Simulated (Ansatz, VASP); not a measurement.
# One calculation of Mg2CdTe3, two programs

File INCAR:

```
SYSTEM = Mg2CdTe3
PREC = Accurate
ENCUT = 520
EDIFF = 1E-7
ISMEAR = 0
SIGMA = 0.1
LREAL = .FALSE.
LASPH = .TRUE.
NELM = 80
ALGO = Normal
ISIF = 2
LWAVE = .FALSE.
LCHARG = .FALSE.
GGA = PE
NBANDS = 46
```

Contents of KPOINTS:

```
regular mesh
0
G
  4 2 2
  0 0 0
```

The input POSCAR:

```
Mg2CdTe3
1.0
    4.6332197149      0.0000000000      0.0000000000
    0.0000000001      8.0249719489      0.0000000000
    0.0000000000      0.0000000000     11.3162892185
Mg Cd Te
4 2 6
Direct
    0.0000000000      0.0000000000      0.9993957143
    0.5000000000      0.5000000000      0.9993957143
    0.0000000000      0.3333333333      0.6692521004
    0.5000000000      0.8333333333      0.6692521004
    0.5000000000      0.1666666667      0.3320895147
    0.0000000000      0.6666666667      0.3320895147
    0.5000000000      0.1666666667      0.0791733474
    0.0000000000      0.6666666667      0.0791733474
    0.0000000000      0.3333333333      0.4201981865
    0.5000000000      0.8333333333      0.4201981865
    0.0000000000      0.0000000000      0.7498911367
    0.5000000000      0.5000000000      0.7498911367
```

Input for Ansatz:

```yaml
crystal:
  lattice:
    - [4.6332197149, 0.0, 0.0]
    - [1.0e-10, 8.0249719489, 0.0]
    - [0.0, 0.0, 11.3162892185]
  atoms:
    - { symbol: Mg, position: [0.0, 0.0, 0.9993957143] }
    - { symbol: Mg, position: [0.5, 0.5, 0.9993957143] }
    - { symbol: Mg, position: [0.0, 0.3333333333, 0.6692521004] }
    - { symbol: Mg, position: [0.5, 0.8333333333, 0.6692521004] }
    - { symbol: Cd, position: [0.5, 0.1666666667, 0.3320895147] }
    - { symbol: Cd, position: [0.0, 0.6666666667, 0.3320895147] }
    - { symbol: Te, position: [0.5, 0.1666666667, 0.0791733474] }
    - { symbol: Te, position: [0.0, 0.6666666667, 0.0791733474] }
    - { symbol: Te, position: [0.0, 0.3333333333, 0.4201981865] }
    - { symbol: Te, position: [0.5, 0.8333333333, 0.4201981865] }
    - { symbol: Te, position: [0.0, 0.0, 0.7498911367] }
    - { symbol: Te, position: [0.5, 0.5, 0.7498911367] }
basis:
  ecutwfc: 420
kpoints:
  mp_grid: { grid: [4, 2, 2] }
hamiltonian:
  xc: pbe
scf:
  occupations: { method: gaussian, width: 0.1 }
  lower_state_search: "off"
output:
  forces: true
  stress: true
  eigenvalues: true
```

Alike in both runs: task single point; functional PBE; k mesh 4 × 2 × 2; occupations gaussian, width 0.1 eV; no spin polarisation.

```csv
,VASP,Ansatz
version,VASP 6.6.1,Ansatz 0.2.0
potentials or method,"VASP PAW PBE potentials, release 64 (Mg, Cd, Te), cutoff 520 eV","scalar-relativistic, plane waves, PAW"
valence electrons in the cell,68,176
```

```csv
,VASP,Ansatz,Ansatz less VASP
gap on the k mesh at the Fermi level (eV),1.45,1.46,+0.005
least direct gap on the mesh (eV),1.45,1.46,+0.005
pressure (GPa),0.0,0.0,-0.02
"traceless stress, the component that is largest in VASP (GPa)",0.10,0.10,-0.001
rms of the force components (eV/Å),0.009,0.006,-0.0038
```

Atom by atom the forces differ by 0.005 eV/Å (rms over components). With one functional, cell and mesh, what is left measures potentials, basis and numerics. VASP's potentials hold 68 valence electrons a cell and Ansatz's 176, so a difference there can come from the potentials and not from the codes.

Neither program's run includes spin-orbit coupling.
